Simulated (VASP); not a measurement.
Input of a VASP 6.6.1 run:

Contents of INCAR:

```
PREC     = Accurate       # precision mode
ENCUT    = 520            # plane-wave cutoff, eV
EDIFF    = 1E-6           # SCF threshold, eV
ISMEAR   = -1             # smearing method
SIGMA    = 0.1            # smearing width, eV
LREAL    = F              # projectors in reciprocal space
LASPH    = T              # aspherical terms in the spheres
NELM     = 100            # most SCF steps
ALGO     = Normal         # electronic algorithm
ISIF     = 2              # what is computed and relaxed
LWAVE    = F              # write WAVECAR
LCHARG   = T              # write CHGCAR
GGA      = CA             # functional
LELF     = T              # ELF
LVHAR    = T            
NBANDS   = 22             # bands
```

The input KPOINTS:

```
Automatic mesh
0
Gamma
  12 12 12
```

The input POSCAR:

```
Bi
1.0
    2.2451514826      1.2962388128      3.8388382945
   -2.2451514826      1.2962388128      3.8388382945
    0.0000000000     -2.5924776257      3.8388382945
Bi
2
Direct
    0.2371145469      0.2371145469      0.2371145469
    0.7628854531      0.7628854531      0.7628854531
```

Potentials or basis: VASP PAW LDA potentials, release 64 (Bi_d).

Run with:

```console
$ cat potpaw_LDA.64/Bi_d/POTCAR > POTCAR
$ mpirun -np 1 vasp_std > vasp.out
```

Q: Predict the pressure.

A: 0.1 GPa.

Q: What does it give for the largest force?

A: 0.037 eV/Å.

Forces on the atoms (eV/Å):
```
Bi   0.000  0.000  0.037
Bi   0.000  0.000 -0.037
```
